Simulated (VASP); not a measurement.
# Tc (P6_3/mmc) in VASP: notebook

Runs on Tc. Level: PBE. Tasks: single point.

Everything below comes from runs of VASP 6.6.1. Logs are shortened: lines on timing, memory, paths and dates and some standing lists are left out, and cuts for length are marked.

## Step 1: The cell of the first run

It takes space group P6_3/mmc (No. 194, hexagonal). Conventional cell: a = 2.752 Å, b = 2.752 Å, c = 4.401 Å, α = 90.00°, β = 90.00°, γ = 120.00°. Within 3.6 Å of Tc (site symmetry -6m2) lie 12 Tc at 2.71 to 2.75 Å.

## Step 2: Single point, PBE, non-collinear spin, zero start, spin-orbit coupling

The input, POSCAR:

```
Tc
1.0
    2.7520485008      0.0000000000      0.0000000000
   -1.3760242504      2.3833439142      0.0000000000
    0.0000000000      0.0000000000      4.4007408715
Tc
2
Direct
    0.3333333333      0.6666666667      0.2500000000
    0.6666666667      0.3333333333      0.7500000000
```

The input, INCAR.step1:

```
PREC = Accurate
ENCUT = 520
EDIFF = 1E-7
ISMEAR = 0
SIGMA = 0.05
LREAL = F
LASPH = T
NELM = 150
ALGO = Fast
ISIF = 2
LWAVE = F
LCHARG = T
MAGMOM = 0 0 0 0 0 0
LSORBIT = T
GGA_COMPAT = F
LORBMOM = T
LMAXMIX = 4
GGA = PE
NBANDS = 38
LUSENCCL = F
```

The input, KPOINTS.step1:

```
Automatic mesh
0
Gamma
  18 18 10
```

The input, INCAR.step2:

```
PREC = Accurate
ENCUT = 520
EDIFF = 1E-7
ISMEAR = -5
SIGMA = 0.05
LREAL = F
LASPH = T
NELM = 150
ALGO = Fast
ISIF = 2
LWAVE = F
LCHARG = F
MAGMOM = 0 0 0 0 0 0
LORBIT = 11
LSORBIT = T
GGA_COMPAT = F
LORBMOM = T
LMAXMIX = 4
GGA = PE
NEDOS = 1001
ICHARG = 11
LUSENCCL = F
```

The input, KPOINTS.step2:

```
Automatic mesh
0
Gamma
  27 27 15
```

Potentials or basis: VASP PAW PBE potentials, release 64 (Tc_pv).

Launch:

```
$ cat potpaw_PBE.64/Tc_pv/POTCAR > POTCAR
$ cp INCAR.step1 INCAR
$ cp KPOINTS.step1 KPOINTS
$ mpirun -np 1 vasp_ncl > vasp.out
$ cp INCAR.step2 INCAR
$ cp KPOINTS.step2 KPOINTS
$ mpirun -np 1 vasp_ncl > vasp.out
```

OUTCAR:

```text
PREC = Accurate
   ENCUT = 520
   EDIFF = 1E-7
   ISMEAR = -5
   LREAL = F
   LASPH = T
   NELM = 150
   ISIF = 2
   LORBIT = 11
   LSORBIT = T
   GGA = PE
   ICHARG = 11

 ion  position               nearest neighbor table
   1  0.333  0.667  0.250-   2 2.71   2 2.71   2 2.71   2 2.71   2 2.71   2 2.71
   2  0.667  0.333  0.750-   1 2.71   1 2.71   1 2.71   1 2.71   1 2.71   1 2.71

  LATTYP: Found a hexagonal cell.
 ALAT       =     2.7520485008
 C/A-ratio  =     1.5990782394

  Lattice vectors:

 A1 = (   2.7520485008,   0.0000000000,   0.0000000000)
 A2 = (  -1.3760242504,   2.3833439142,   0.0000000000)
 A3 = (   0.0000000000,   0.0000000000,   4.4007408715)

Analysis of symmetry for initial positions (statically):
=====================================================================
 Subroutine PRICEL returns:
 Original cell was already a primitive cell.

 Routine SETGRP: Setting up the symmetry group for a
 hexagonal supercell.

 Subroutine GETGRP returns: Found 24 space group operations
 (whereof 12 operations were pure point group operations)
 out of a pool of 24 trial point group operations.

The static configuration has the point symmetry D_3d.
 The point group associated with its full space group is D_6h.

Analysis of symmetry for dynamics (positions and initial velocities):
=====================================================================
 Subroutine PRICEL returns:
 Original cell was already a primitive cell.

 Routine SETGRP: Setting up the symmetry group for a
 hexagonal supercell.

 Subroutine GETGRP returns: Found 24 space group operations
 (whereof 12 operations were pure point group operations)
 out of a pool of 24 trial point group operations.

The dynamic configuration has the point symmetry D_3d.
 The point group associated with its full space group is D_6h.

Analysis of structural, dynamic, and magnetic symmetry:
=====================================================================
 Subroutine PRICEL returns:
 Original cell was already a primitive cell.

 Routine SETGRP: Setting up the symmetry group for a
 hexagonal supercell.

 Subroutine GETGRP returns: Found 24 space group operations
 (whereof 12 operations were pure point group operations)
 out of a pool of 24 trial point group operations.

The overall configuration has the point symmetry D_3d.
 The point group associated with its full space group is D_6h.

 Subroutine INISYM returns: Found 24 space group operations
 (whereof 12 operations are pure point group operations),
 and found     1 'primitive' translations

----------------------------------------------------------------------------------------

                                     Primitive cell

  volume of cell :      28.8648

  direct lattice vectors                    reciprocal lattice vectors
     2.752048501  0.000000000  0.000000000     0.363365689  0.209789278 -0.000000000
    -1.376024250  2.383343914  0.000000000     0.000000000  0.419578557  0.000000000
     0.000000000  0.000000000  4.400740872     0.000000000 -0.000000000  0.227234466

  length of vectors
     2.752048501  2.752048501  4.400740872     0.419578557  0.419578557  0.227234466

  position of ions in fractional coordinates (direct lattice)
     0.333333333  0.666666667  0.250000000
     0.666666667  0.333333333  0.750000000

  ion indices of the primitive-cell ions
   primitive index   ion index
                 1           1
                 2           2

----------------------------------------------------------------------------------------

 KPOINTS: Automatic mesh

Automatic generation of k-mesh.
 Grid dimensions read from file:
 generate k-points for:   27   27   15

[... 96 lines left out ...]
 RMM-DIIS sequential band-by-band and
 Fermi weights with tetrahedron method with Bloechl corrections
  energy-cutoff  :      520.00
  volume of cell :       28.86
 maximum number of plane-waves:      1580

 number of electron      25.9999996 magnetization       0.0000000     -0.0000000      0.0000000

 Free energy of the ion-electron system (eV)
  ---------------------------------------------------
  ext. energy  EPLUGINS =         0.00000000
  ---------------------------------------------------
  free energy    TOTEN  =       -20.89984573 eV

  energy without entropy =      -20.89984573  energy(sigma->0) =      -20.89984573

 E-fermi :  12.4976     XC(G=0): -13.7465

 val. band max:       12.5627909885   @ k =   0.3704   0.0741   0.4000
 cond. band min:      12.4881730812   @ k =   0.1481   0.1481   0.0000
 fundamental gap:     -0.0746179074
 Fermi energy:        12.4975943286

 k-point     1 :       0.0000    0.0000    0.0000
  band No.  band energies     occupation
      1     -28.1939      1.00000
      2     -28.1939      1.00000
      3     -27.6178      1.00000
      4     -27.6178      1.00000
      5     -25.5762      1.00000
      6     -25.5762      1.00000
[... 877 lines left out ...]
     33      15.7821      0.00000
     34      15.7821      0.00000

 [... further k-points ...]

------------------------ aborting loop because EDIFF is reached ----------------------------------------

  FORCE on cell =-STRESS in cart. coord.  units (eV):
  Direction    XX          YY          ZZ          XY          YZ          ZX
  --------------------------------------------------------------------------------------
  -------------------------------------------------------------------------------------
  Total       -0.1133874     -0.1133874     -0.0282718      0.0000000      0.0000000     -0.0000000
  in kB       -6.2937084     -6.2937084     -1.5692640      0.0000000      0.0000000     -0.0000000
  external PRESSURE =      -4.7188936 kB  Pullay stress =       0.0000000 kB

 VOLUME and BASIS-vectors are now :
 -----------------------------------------------------------------------------
  energy-cutoff  :      520.00
  volume of cell :       28.86
      direct lattice vectors                 reciprocal lattice vectors
     2.752048501  0.000000000  0.000000000     0.363365689  0.209789278 -0.000000000
    -1.376024250  2.383343914  0.000000000     0.000000000  0.419578557  0.000000000
     0.000000000  0.000000000  4.400740872     0.000000000 -0.000000000  0.227234466

 POSITION                                       TOTAL-FORCE (eV/Angst)
 -----------------------------------------------------------------------------------
     -0.00000      1.58890      1.10019         0.000000     -0.000000     -0.000000
      1.37602      0.79445      3.30056        -0.000000      0.000000      0.000000
 -----------------------------------------------------------------------------------
    total drift:                                0.000000      0.000000      0.000000

  FREE ENERGIE OF THE ION-ELECTRON SYSTEM (eV)
  ---------------------------------------------------
  free  energy   TOTEN  =       -20.8998457322 eV

  energy  without entropy=      -20.8998457322  energy(sigma->0) =      -20.89984573

 orbital moment (x)

 # of ion     p       d       tot
 ----------------------------------------
  1        -0.000   0.000   0.000
  2        -0.000   0.000   0.000
 ----------------------------------------
           -0.000   0.000   0.000

 orbital moment (y)

 # of ion     p       d       tot
 ----------------------------------------
  1         0.000  -0.000  -0.000
  2         0.000   0.000   0.000
 ----------------------------------------
            0.000  -0.000  -0.000

 orbital moment (z)

 # of ion     p       d       tot
 ----------------------------------------
  1        -0.000   0.000   0.000
  2         0.000   0.000   0.000
 ----------------------------------------
           -0.000   0.000   0.000

 Spin-Orbit-Coupling matrix elements

 Ion:    1  E_soc:     -0.1978929
 l=   1
     0.0000000    -0.0261579    -0.0261954
    -0.0261579     0.0000000    -0.0261579
    -0.0261954    -0.0261579     0.0000000
 l=   2
     0.0000000    -0.0013392     0.0000000    -0.0013392    -0.0054987
    -0.0013392     0.0000000    -0.0040596    -0.0014606    -0.0013392
     0.0000000    -0.0040596     0.0000000    -0.0040596     0.0000000
    -0.0013392    -0.0014606    -0.0040596     0.0000000    -0.0013392
    -0.0054987    -0.0013392     0.0000000    -0.0013392     0.0000000
 l=   3
     0.0000000     0.0000000     0.0000000     0.0000000     0.0000000     0.0000000     0.0000000
     0.0000000     0.0000000     0.0000000     0.0000000     0.0000000     0.0000000     0.0000000
     0.0000000     0.0000000     0.0000000     0.0000000     0.0000000     0.0000000     0.0000000
     0.0000000     0.0000000     0.0000000     0.0000000     0.0000000     0.0000000     0.0000000
     0.0000000     0.0000000     0.0000000     0.0000000     0.0000000     0.0000000     0.0000000
     0.0000000     0.0000000     0.0000000     0.0000000     0.0000000     0.0000000     0.0000000
     0.0000000     0.0000000     0.0000000     0.0000000     0.0000000     0.0000000     0.0000000

 Ion:    2  E_soc:     -0.1978929
 l=   1
     0.0000000    -0.0261579    -0.0261954
    -0.0261579     0.0000000    -0.0261579
    -0.0261954    -0.0261579     0.0000000
 l=   2
     0.0000000    -0.0013392     0.0000000    -0.0013392    -0.0054987
    -0.0013392     0.0000000    -0.0040596    -0.0014606    -0.0013392
     0.0000000    -0.0040596     0.0000000    -0.0040596     0.0000000
    -0.0013392    -0.0014606    -0.0040596     0.0000000    -0.0013392
    -0.0054987    -0.0013392     0.0000000    -0.0013392     0.0000000
 l=   3
     0.0000000     0.0000000     0.0000000     0.0000000     0.0000000     0.0000000     0.0000000
     0.0000000     0.0000000     0.0000000     0.0000000     0.0000000     0.0000000     0.0000000
     0.0000000     0.0000000     0.0000000     0.0000000     0.0000000     0.0000000     0.0000000
     0.0000000     0.0000000     0.0000000     0.0000000     0.0000000     0.0000000     0.0000000
     0.0000000     0.0000000     0.0000000     0.0000000     0.0000000     0.0000000     0.0000000
     0.0000000     0.0000000     0.0000000     0.0000000     0.0000000     0.0000000     0.0000000
     0.0000000     0.0000000     0.0000000     0.0000000     0.0000000     0.0000000     0.0000000

 total charge

# of ion       s       p       d       tot
------------------------------------------
    1        0.475   6.486   5.109  12.070
    2        0.475   6.486   5.109  12.070
--------------------------------------------------
tot          0.950  12.973  10.218  24.141

 magnetization (x)

# of ion       s       p       d       tot
------------------------------------------
    1        0.000   0.000   0.000   0.000
    2        0.000   0.000   0.000   0.000
--------------------------------------------------
tot          0.000   0.000   0.000   0.000

 magnetization (y)

# of ion       s       p       d       tot
------------------------------------------
    1        0.000   0.000  -0.000  -0.000
    2        0.000   0.000  -0.000  -0.000
--------------------------------------------------
tot          0.000   0.000  -0.000  -0.000

 magnetization (z)

# of ion       s       p       d       tot
------------------------------------------
    1        0.000   0.000   0.000   0.000
    2        0.000   0.000   0.000   0.000
--------------------------------------------------
tot          0.000   0.000   0.000   0.000
```

It took 11 min on 1 × NVIDIA H100 80GB with 1 thread of AMD EPYC 7R13 (Zen 3), shared host; peak memory 1.8 GiB.

Results:

* Net moment: 0.00 μB per cell
* Valence electrons inside the program's atomic spheres: Tc 12.07

Moments on the atoms (μB; x, y, z):
```
Tc  0.00 0.00 0.00
Tc  0.00 0.00 0.00
```

## Step 3: Single point, PBE

POSCAR is that of step 2.

The input, INCAR.step1:

```
SYSTEM = Tc
ALGO = Fast ; EDIFF = 1E-6
ENCUT = 520 ; GGA = PE
ISIF = 2 ; ISMEAR = 0
LASPH = .True. ; LCHARG = .True.
LMAXMIX = 4 ; LREAL = .False.
LWAVE = .False. ; NBANDS = 20
NELM = 100 ; PREC = Accurate
SIGMA = 0.05
```

The input, KPOINTS.step1:

```
k-points
0
Gamma
  18 18 10
  0 0 0
```

The input, INCAR.step2:

```
SYSTEM = Tc
ALGO = Fast ; EDIFF = 1E-6
ENCUT = 520 ; GGA = PE
ICHARG = 11 ; ISIF = 2
ISMEAR = -5 ; LASPH = .True.
LCHARG = .False. ; LMAXMIX = 4
LORBIT = 11 ; LREAL = .False.
LWAVE = .False. ; NBANDS = 20
NEDOS = 2001 ; NELM = 100
PREC = Accurate ; SIGMA = 0.05
```

The input, KPOINTS.step2:

```
k-points
0
Gamma
  27 27 15
  0 0 0
```

Potentials or basis: VASP PAW PBE potentials, release 64 (Tc_pv).

Launch:

```
$ cat potpaw_PBE.64/Tc_pv/POTCAR > POTCAR
$ cp INCAR.step1 INCAR
$ cp KPOINTS.step1 KPOINTS
$ mpirun -np 1 vasp_std > vasp.out
$ cp INCAR.step2 INCAR
$ cp KPOINTS.step2 KPOINTS
$ mpirun -np 1 vasp_std > vasp.out
```

OUTCAR:

```text
SYSTEM = Tc
   EDIFF = 1E-6
   ENCUT = 520
   GGA = PE
   ICHARG = 11
   ISIF = 2
   ISMEAR = -5
   LASPH = .True.
   LORBIT = 11
   LREAL = .False.
   NELM = 100
   PREC = Accurate

 ion  position               nearest neighbor table
   1  0.333  0.667  0.250-   2 2.71   2 2.71   2 2.71   2 2.71   2 2.71   2 2.71
   2  0.667  0.333  0.750-   1 2.71   1 2.71   1 2.71   1 2.71   1 2.71   1 2.71

  LATTYP: Found a hexagonal cell.
 ALAT       =     2.7520485008
 C/A-ratio  =     1.5990782394

  Lattice vectors:

 A1 = (   2.7520485008,   0.0000000000,   0.0000000000)
[... 748 lines left out ...]
  Total       -0.1637894     -0.1637894     -0.0566005      0.0000000      0.0000000      0.0000000
  in kB       -9.0913377     -9.0913377     -3.1416839      0.0000000      0.0000000      0.0000000
  external PRESSURE =      -7.1081198 kB  Pullay stress =       0.0000000 kB

 VOLUME and BASIS-vectors are now :
 -----------------------------------------------------------------------------
  energy-cutoff  :      520.00
  volume of cell :       28.86
      direct lattice vectors                 reciprocal lattice vectors
     2.752048501  0.000000000  0.000000000     0.363365689  0.209789278  0.000000000
    -1.376024250  2.383343914  0.000000000     0.000000000  0.419578557  0.000000000
     0.000000000  0.000000000  4.400740872     0.000000000  0.000000000  0.227234466

 POSITION                                       TOTAL-FORCE (eV/Angst)
 -----------------------------------------------------------------------------------
     -0.00000      1.58890      1.10019         0.000000     -0.000000      0.000000
      1.37602      0.79445      3.30056        -0.000000      0.000000      0.000000
 -----------------------------------------------------------------------------------
    total drift:                               -0.000000      0.000000     -0.000000

  FREE ENERGIE OF THE ION-ELECTRON SYSTEM (eV)
  ---------------------------------------------------
  free  energy   TOTEN  =       -20.7013718242 eV

  energy  without entropy=      -20.7013718242  energy(sigma->0) =      -20.70137182

 total charge

# of ion       s       p       d       tot
------------------------------------------
    1        0.475   6.484   5.109  12.068
    2        0.475   6.484   5.109  12.068
--------------------------------------------------
tot          0.950  12.968  10.219  24.136
```

OSZICAR.step1:

```text
N       E                     dE             d eps       ncg     rms          rms(c)
DAV:   1     0.314500323636E+03    0.31450E+03   -0.16427E+04  8928   0.137E+03
DAV:   2    -0.144869694610E+02   -0.32899E+03   -0.32183E+03  9428   0.409E+02
DAV:   3    -0.221190729552E+02   -0.76321E+01   -0.75795E+01 10148   0.735E+01
DAV:   4    -0.221651269427E+02   -0.46054E-01   -0.46050E-01  9876   0.628E+00
DAV:   5    -0.221655692603E+02   -0.44232E-03   -0.44231E-03  9988   0.599E-01    0.233E+01
RMM:   6    -0.208532109831E+02    0.13124E+01   -0.23323E+00  9032   0.125E+01    0.753E+00
RMM:   7    -0.207117195513E+02    0.14149E+00   -0.62355E-01  9464   0.625E+00    0.704E-01
RMM:   8    -0.207052714866E+02    0.64481E-02   -0.44953E-02  9582   0.188E+00    0.573E-01
RMM:   9    -0.207044704809E+02    0.80101E-03   -0.57084E-03  9999   0.744E-01    0.551E-02
RMM:  10    -0.207045552351E+02   -0.84754E-04   -0.10368E-03 10271   0.316E-01    0.435E-02
RMM:  11    -0.207045249780E+02    0.30257E-04   -0.76997E-05  9926   0.814E-02    0.828E-03
RMM:  12    -0.207045257006E+02   -0.72260E-06   -0.11357E-05 10047   0.317E-02    0.983E-03
RMM:  13    -0.207045246271E+02    0.10735E-05   -0.21617E-06  6575   0.128E-02    0.272E-03
RMM:  14    -0.207045249446E+02   -0.31750E-06   -0.56238E-07  5685   0.599E-03
   1 F= -.20704525E+02 E0= -.20703404E+02  d E =-.224115E-02
```

Wall time 6.9 min (1 thread of Intel Xeon 8259CL, shared host); peak memory 0.39 GiB.

Results:

```
Valence electrons inside the program's atomic spheres : Tc 12.07
```

Levels at points of the mesh, in eV from the Fermi level:
```tsv
k point	band 10	band 11	band 12	band 13	band 14	band 15	band 16	band 17
(0.00, 0.00, 0.00)	-1.52	-1.42	-0.80	-0.80	-0.13	-0.13	1.70	2.51
```

Caveat: tetrahedron occupations give inexact forces and stress in metals.
